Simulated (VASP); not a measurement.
# BeS (Fm-3m) in VASP: further runs, part 2 of 2

VASP 6.6.1. The steps go on from the part before.

## Step 3: Relaxation of cell and atoms, PBE

This run uses another cell than the first one, of 12.64 Å³/atom, 1.019 times its volume.

File INCAR:

```
SYSTEM = BeS
ALGO = Normal ; EDIFF = 1E-6
EDIFFG = -0.01 ; ENCUT = 600
GGA = PE ; IBRION = 2
ISIF = 3 ; ISMEAR = 0
LASPH = .TRUE. ; LCHARG = .FALSE.
LREAL = .FALSE. ; LWAVE = .FALSE.
NELM = 80 ; NSW = 100
PREC = Accurate ; SIGMA = 0.02
```

File KPOINTS:

```
k-points
0
G
  10 10 10
  0 0 0
```

File POSCAR:

```
BeS
1.0
    0.0000000000      2.3294821300      2.3294821300
    2.3294821300      0.0000000000      2.3294821300
    2.3294821300      2.3294821300      0.0000000000
Be S
1 1
Direct
    0.5000000000      0.5000000000      0.5000000000
    0.0000000000      0.0000000000      0.0000000000
```

Potentials or basis: VASP PAW PBE potentials, release 64 (Be, S).

Command:

```console
cat potpaw_PBE.64/Be/POTCAR potpaw_PBE.64/S/POTCAR > POTCAR
mpirun -np 1 vasp_std > vasp.out
```

OUTCAR:

```text
SYSTEM = BeS
   EDIFF = 1E-6
   EDIFFG = -0.01
   ENCUT = 600
   GGA = PE
   IBRION = 2
   ISIF = 3
   ISMEAR = 0
   LASPH = .TRUE.
   LREAL = .FALSE.
   NELM = 80
   NSW = 100
   PREC = Accurate

 ion  position               nearest neighbor table
   1  0.500  0.500  0.500-   2 2.33   2 2.33   2 2.33   2 2.33   2 2.33   2 2.33
   2  0.000  0.000  0.000-   1 2.33   1 2.33   1 2.33   1 2.33   1 2.33   1 2.33

  LATTYP: Found a face centered cubic cell.
 ALAT       =     4.6589642600

  Lattice vectors:

 A1 = (   0.0000000000,   2.3294821300,   2.3294821300)
 A2 = (   2.3294821300,   0.0000000000,   2.3294821300)
 A3 = (   2.3294821300,   2.3294821300,   0.0000000000)

Analysis of symmetry for initial positions (statically):
=====================================================================
 Subroutine PRICEL returns:
 Original cell was already a primitive cell.

 Routine SETGRP: Setting up the symmetry group for a
 face centered cubic supercell.

 Subroutine GETGRP returns: Found 48 space group operations
 (whereof 48 operations were pure point group operations)
 out of a pool of 48 trial point group operations.

The static configuration has the point symmetry O_h .

Analysis of symmetry for dynamics (positions and initial velocities):
=====================================================================
 Subroutine PRICEL returns:
 Original cell was already a primitive cell.

 Routine SETGRP: Setting up the symmetry group for a
 face centered cubic supercell.

 Subroutine GETGRP returns: Found 48 space group operations
 (whereof 48 operations were pure point group operations)
 out of a pool of 48 trial point group operations.

The dynamic configuration has the point symmetry O_h .

 Subroutine INISYM returns: Found 48 space group operations
 (whereof 48 operations are pure point group operations),
 and found     1 'primitive' translations

[... 132 lines left out ...]
   NGX = 13   NGY = 13   NGZ = 13

--------------------------------------- Ionic step        1  -------------------------------------------

 number of electron       7.9999999 magnetization

 Free energy of the ion-electron system (eV)
  ---------------------------------------------------
  ext. energy  EPLUGINS =         0.00000000
  ---------------------------------------------------
  free energy    TOTEN  =        -8.89176927 eV

  energy without entropy =       -8.89176927  energy(sigma->0) =       -8.89176927

------------------------ aborting loop because EDIFF is reached ----------------------------------------

  FORCE on cell =-STRESS in cart. coord.  units (eV):
  Direction    XX          YY          ZZ          XY          YZ          ZX
  --------------------------------------------------------------------------------------
  -------------------------------------------------------------------------------------
  Total       -0.3198266     -0.3198266     -0.3198266      0.0000000      0.0000000     -0.0000000
  in kB      -20.2682888    -20.2682888    -20.2682888      0.0000000      0.0000000     -0.0000000
  external PRESSURE =     -20.2682888 kB  Pullay stress =       0.0000000 kB
[... 59 lines left out ...]
--------------------------------------- Ionic step        3  -------------------------------------------

 number of electron       7.9999999 magnetization

 Free energy of the ion-electron system (eV)
  ---------------------------------------------------
  ext. energy  EPLUGINS =         0.00000000
  ---------------------------------------------------
  free energy    TOTEN  =        -8.89492545 eV

  energy without entropy =       -8.89492545  energy(sigma->0) =       -8.89492545

 E-fermi :   6.7113     XC(G=0): -10.6239

 val. band max:        6.5900123373   @ k =  -0.2000   0.1000   0.0000
 cond. band min:       7.6224285208   @ k =   0.5000   0.5000   0.0000
 fundamental gap:      1.0324161835
 Fermi energy:         6.7113094253

 k-point     1 :       0.0000    0.0000    0.0000
  band No.  band energies     occupation
      1      -8.4803      2.00000
      2       6.3395      2.00000
      3       6.3395      2.00000
      4       6.3395      2.00000
      5      11.9688      0.00000
      6      15.4685      0.00000
      7      15.4685      0.00000
      8      15.4685      0.00000
[... 243 lines left out ...]
 k-point    24 :       0.4000    0.3000    0.0000
  band No.  band energies     occupation
      1      -6.2071      2.00000
      2       1.4206      2.00000
      3       3.5959      2.00000
      4       4.0071      2.00000
      5       8.6233      0.00000
      6      12.0776      0.00000
      7      16.3972      0.00000
      8      16.7764      0.00000

 [... further k-points ...]

------------------------ aborting loop because EDIFF is reached ----------------------------------------

  FORCE on cell =-STRESS in cart. coord.  units (eV):
  Direction    XX          YY          ZZ          XY          YZ          ZX
  --------------------------------------------------------------------------------------
  -------------------------------------------------------------------------------------
  Total       -0.0000654     -0.0000654     -0.0000654      0.0000000      0.0000000     -0.0000000
  in kB       -0.0042233     -0.0042233     -0.0042233      0.0000000      0.0000000     -0.0000000
  external PRESSURE =      -0.0042233 kB  Pullay stress =       0.0000000 kB
[... 17 lines left out ...]
  FREE ENERGIE OF THE ION-ELECTRON SYSTEM (eV)
  ---------------------------------------------------
  free  energy   TOTEN  =        -8.8949254549 eV

  energy  without entropy=       -8.8949254549  energy(sigma->0) =       -8.89492545

 reached required accuracy - stopping structural energy minimisation
```

It took 11 s on 1 thread of Intel Xeon 6975P-C (Granite Rapids), shared host; peak memory 0.15 GiB.

Results:

```
Free energy                            : -8.8949 eV
Relaxed volume                         : 12.40 Å³/atom
Relaxed cell                           : a = 3.273 Å, b = 3.273 Å, c = 3.273 Å, α = 60.00°, β = 60.00°, γ = 60.00°
Space group after relaxing (to 0.05 Å) : Fm-3m (No. 225)
Energy gained by relaxing              : 1.6 meV/atom
Ionic steps                            : 3
Pressure after relaxing                : 0.0 GPa
Band gap on the k mesh                 : 1.03 eV, indirect (least direct gap 4.17 eV)
```

Step by step:
| step | energy change (eV) | largest force (eV/Å) | pressure (GPa) | volume (Å³) |
| --- | --- | --- | --- | --- |
| 1 | 0.0000 | 0.0000 | -2.03 | 25.28 |
| 2 | -0.0030 | 0.0000 | 0.41 | 24.70 |
| 3 | -0.0032 | 0.0000 | 0.00 | 24.79 |

Final structure:
```yaml
crystal:
  lattice:
    - [0.00000, 2.31435, 2.31435]
    - [2.31435, 0.00000, 2.31435]
    - [2.31435, 2.31435, 0.00000]
  atoms:
    - { symbol: Be, position: [0.50000, 0.50000, 0.50000] }
    - { symbol: S, position: [0.00000, 0.00000, 0.00000] }
```
